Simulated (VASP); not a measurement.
Input of a VASP 6.6.1 run:

Contents of INCAR:

```
SYSTEM = LaNb2N3
  PREC = Accurate
  ENCUT = 520
  EDIFF = 1E-7
  ISMEAR = 0
  SIGMA = 0.1
  LREAL = .FALSE.
  LASPH = .TRUE.
  NELM = 80
  ALGO = Normal
  ISIF = 2
  LWAVE = .FALSE.
  LCHARG = .FALSE.
  GGA = PE
  NBANDS = 35
```

KPOINTS

```
regular mesh
0
G
  4 4 4
  0 0 0
```

The input POSCAR:

```
LaNb2N3
1.0
    4.1058494500      0.0000000000      0.0000000000
    0.0000000000      4.1058494500      0.0000000000
    0.0000000000      0.0000000000      6.4432550900
La Nb N
1 2 3
Direct
    0.0000000000      0.0000000000      0.5000000000
    0.5000000000      0.5000000000      0.2473511000
    0.5000000000      0.5000000000      0.7526489000
    0.5000000000      0.5000000000      0.0000000000
    0.0000000000      0.0000000000      0.0000000000
    0.5000000000      0.5000000000      0.5000000000
```

Potentials or basis: VASP PAW PBE potentials, release 64 (La, Nb_sv, N).

Command:

```sh
$ cat potpaw_PBE.64/La/POTCAR potpaw_PBE.64/Nb_sv/POTCAR potpaw_PBE.64/N/POTCAR > POTCAR
$ mpirun -np 1 vasp_std > vasp.out
```

**Question.** Predict the largest force.

**Answer.** 2.464 eV/Å.

**Question.** What does it give for the pressure?

**Answer.** 43.6 GPa.

**Question.** Predict the band gap on the k mesh.

**Answer.** Zero (band 26 reaches 7.92 eV, above the bottom of band 27 at 6.71 eV).

Forces on the atoms (eV/Å):
```
La   0.000  0.000  0.000
Nb   0.000  0.000 -2.464
Nb   0.000  0.000  2.464
N    0.000  0.000  0.000
N    0.000  0.000  0.000
N    0.000  0.000  0.000
```

Caveat: the k points lie up to 0.38 Å⁻¹ apart; spin-orbit coupling is left out, which moves the levels of the heavy elements; forces of over 1 eV/Å act on the atoms, so gaps and moduli don't describe the material at rest.
